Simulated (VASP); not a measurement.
Write the native input for VASP 6.6.1 that does the following.

```yaml
Task: single point
Functional: r2SCAN
Potentials_or_basis: VASP PAW PBE potentials, release 64 (Ba_sv, Hf_pv, Zr_sv, O)
Cutoff: 520 eV
k_mesh: 1 × 1 × 1, shifted
Occupations: fermi-dirac, width 0.05 eV
Spin: no spin polarisation
Dipole_correction: no
Further_INCAR_settings: LREAL = Auto; ALGO = Normal; EDIFF = 1e-06; NBANDS = 180; ISYM = 0
```

The system is Ba4Hf3ZrO12.

```xyz
40
Lattice="8.3248 0.0000 0.0000 0.0000 8.3248 0.0000 0.0000 0.0000 8.3248" Properties=species:S:1:pos:R:3 pbc="T T T"
Ba    0.0064    8.3159    0.0018
Ba    0.0068    8.3154    4.1647
Ba    0.0074    4.1585    0.0009
Ba    0.0055    4.1593    4.1639
Ba    4.1640    8.3155    0.0023
Ba    4.1630    8.3170    4.1658
Ba    4.1626    4.1597    0.0020
Ba    4.1637    4.1580    4.1646
Hf    2.0852    2.0744    2.0836
Hf    2.0856    2.0753    6.2462
Hf    2.0844    6.2367    2.0833
Hf    2.0848    6.2375    6.2458
Hf    6.2466    6.2374    2.0838
Hf    6.2471    6.2371    6.2462
Zr    6.2478    2.0749    2.0831
Zr    6.2483    2.0748    6.2457
O     2.1184    2.0438    0.0024
O     2.0516    2.1058    4.1648
O     2.0608    6.2682    0.0023
O     2.1091    6.2067    4.1646
O     6.2132    2.1190    0.0021
O     6.2816    2.0315    4.1643
O     6.2720    6.1950    0.0028
O     6.2227    6.2798    4.1652
O     0.0116    2.1460    2.0485
O     0.0119    2.0031    6.2791
O     0.0037    6.1675    2.1079
O     0.0045    6.3065    6.2210
O     4.1589    2.0040    2.1179
O     4.1597    2.1471    6.2119
O     4.1646    6.3072    2.0588
O     4.1650    6.1681    6.2698
O     2.0148    8.3170    2.1145
O     2.1548    8.3181    6.2143
O     2.1548    4.1565    2.0522
O     2.0155    4.1572    6.2765
O     6.3196    8.3112    2.0398
O     6.1770    8.3111    6.2898
O     6.1751    4.1635    2.1263
O     6.3181    4.1634    6.2013
```

These files were run (other wordings do the same):

POSCAR

```
Ba4Hf3ZrO12
1.0
    8.3248380000      0.0000000000      0.0000000000
    0.0000000000      8.3248380000      0.0000000000
    0.0000000000      0.0000000000      8.3248380000
Ba Hf Zr O
8 6 2 24
Direct
    0.0007690000      0.9989220000      0.0002120000
    0.0008160000      0.9988630000      0.5002700000
    0.0008850000      0.4995240000      0.0001070000
    0.0006620000      0.4996310000      0.5001760000
    0.5001880000      0.9988780000      0.0002750000
    0.5000720000      0.9990550000      0.5004020000
    0.5000180000      0.4996790000      0.0002430000
    0.5001550000      0.4994700000      0.5002630000
    0.2504750000      0.2491870000      0.2502910000
    0.2505330000      0.2492940000      0.7503130000
    0.2503880000      0.7491630000      0.2502530000
    0.2504320000      0.7492610000      0.7502580000
    0.7503510000      0.7492490000      0.2503110000
    0.7504140000      0.7492160000      0.7503090000
    0.7505000000      0.2492480000      0.2502260000
    0.7505590000      0.2492270000      0.7502530000
    0.2544700000      0.2455110000      0.0002920000
    0.2464400000      0.2529520000      0.5002820000
    0.2475450000      0.7529550000      0.0002750000
    0.2533460000      0.7455680000      0.5002630000
    0.7463480000      0.2545440000      0.0002580000
    0.7545630000      0.2440230000      0.5002200000
    0.7534130000      0.7441570000      0.0003390000
    0.7474850000      0.7543410000      0.5003400000
    0.0013900000      0.2577850000      0.2460660000
    0.0014340000      0.2406230000      0.7542610000
    0.0004410000      0.7408530000      0.2532110000
    0.0005380000      0.7575520000      0.7472780000
    0.4995810000      0.2407230000      0.2544020000
    0.4996710000      0.2579100000      0.7461890000
    0.5002610000      0.7576390000      0.2473090000
    0.5003150000      0.7409310000      0.7531420000
    0.2420260000      0.9990640000      0.2540020000
    0.2588410000      0.9991960000      0.7464760000
    0.2588390000      0.4992940000      0.2465130000
    0.2421120000      0.4993730000      0.7539540000
    0.7591250000      0.9983670000      0.2450310000
    0.7419930000      0.9983530000      0.7555460000
    0.7417710000      0.5001300000      0.2554160000
    0.7589460000      0.5001220000      0.7449160000
```

INCAR.step1

```
PREC = Accurate ; ENCUT = 520
ISMEAR = -1 ; SIGMA = 0.05
LREAL = Auto ; LASPH = T
NELM = 80 ; NBANDS = 180
ISYM = 0 ; GGA = PE
ALGO = Normal ; EDIFF = 1E-4
LWAVE = T ; LCHARG = F
```

INCAR.step2

```
PREC = Accurate ; ENCUT = 520
EDIFF = 1E-6 ; ISMEAR = -1
SIGMA = 0.05 ; LREAL = Auto
LASPH = T ; NELM = 80
ALGO = Normal ; ISIF = 2
LWAVE = F ; LCHARG = T
METAGGA = R2SCAN ; LMIXTAU = T
LELF = T ; LVHAR = T
NBANDS = 180 ; ISYM = 0
ISTART = 1
```

KPOINTS

```
Automatic mesh
0
Gamma
  1 1 1
  0.25 0.25 0.25
```

Potentials or basis: VASP PAW PBE potentials, release 64 (Ba_sv, Hf_pv, Zr_sv, O).

The run is started by

```bash
$ cat potpaw_PBE.64/Ba_sv/POTCAR potpaw_PBE.64/Hf_pv/POTCAR potpaw_PBE.64/Zr_sv/POTCAR potpaw_PBE.64/O/POTCAR > POTCAR
$ cp INCAR.step1 INCAR
$ mpirun -np 1 vasp_std > vasp.out
$ cp INCAR.step2 INCAR
$ mpirun -np 1 vasp_std > vasp.out
```

Results of the run:

```yaml
Pressure: 2.4 GPa
Largest_force: 0.268 eV/Å
Band_gap_on_the_k_mesh: 4.82 eV
```

Caveat: the PAW data sets were made with another functional, which shifts forces and pressure a little; spin-orbit coupling is left out, which moves the levels of the heavy elements; a shifted mesh leaves out Γ, where band edges can lie.

Wall time 27 min on 1 thread of Intel(R) Xeon(R) Platinum 8488C (Sapphire Rapids) (shared host), peak memory 0.82 GiB.
